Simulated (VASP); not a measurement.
**OsBr: single point with PBE**

Crystal: OsBr.

```
Os Br
1.0
     3.47970    0.00000    0.00000
     0.00000    3.05483    0.00000
     0.00000    0.00000    9.44704
Os Br
2 2
Cartesian
  2.6098 0.0000 5.4850
  0.8699 0.0000 3.9621
  2.6098 1.5274 2.1354
  0.8699 1.5274 7.3117
```

- Program: VASP 6.6.1
- Task: single point
- Functional: PBE
- Potentials or basis: VASP PAW PBE potentials, release 64 (Os, Br)
- Cutoff: 520 eV
- k mesh: 14 × 16 × 6
- Occupations: gaussian, width 0.1 eV
- Spin: no spin polarisation
- Dipole correction: no
- Further INCAR settings: ALGO = Normal; EDIFF = 1e-07; NBANDS = 23

```json
{
  "Pressure": "-0.5 GPa",
  "Largest force": "0.227 eV/Å",
  "Band gap on the k mesh": "zero (bands 15 and 16 overlap by 1.98 eV)"
}
```

Forces on the atoms (eV/Å):
```
Os   0.000  0.000 -0.227
Os   0.000  0.000  0.227
Br   0.000  0.000 -0.003
Br   0.000  0.000  0.003
```

Stress tensor (GPa, compression positive):
```
-0.82  0.00  0.00
 0.00  0.01  0.00
 0.00  0.00 -0.58
```

Levels at points of the mesh, in eV from the Fermi level:
```csv
k point,band 13,band 14,band 15,band 16,band 17,band 18
"(0.00, 0.00, 0.00)",-2.22,-1.75,-0.50,0.28,0.49,0.81
"(0.50, 0.00, 0.00)",-1.54,-1.54,-0.61,-0.61,0.87,0.87
"(0.00, 0.50, 0.00)",-1.22,-0.10,0.28,0.76,1.19,1.42
"(0.50, 0.50, 0.00)",-1.91,-1.91,0.54,0.54,1.26,1.26
"(0.00, 0.00, 0.50)",-2.02,-1.75,-0.49,0.29,0.49,0.80
"(0.50, 0.00, 0.50)",-1.59,-1.59,-0.61,-0.61,0.87,0.87
"(0.00, 0.50, 0.50)",-1.20,-0.26,0.27,0.76,1.19,1.39
"(0.50, 0.50, 0.50)",-1.83,-1.83,0.45,0.45,1.25,1.25
```

Run time: 5.5 min on 1 thread of AMD EPYC 9R45 96-Core Processor (Zen 5), on a shared host, peak memory 0.64 GiB.

Caveat: spin-orbit coupling is left out, which moves the levels of the heavy elements; this functional lacks dispersion, which binds the layers, so the pressure and a relaxed spacing across them are unreliable.
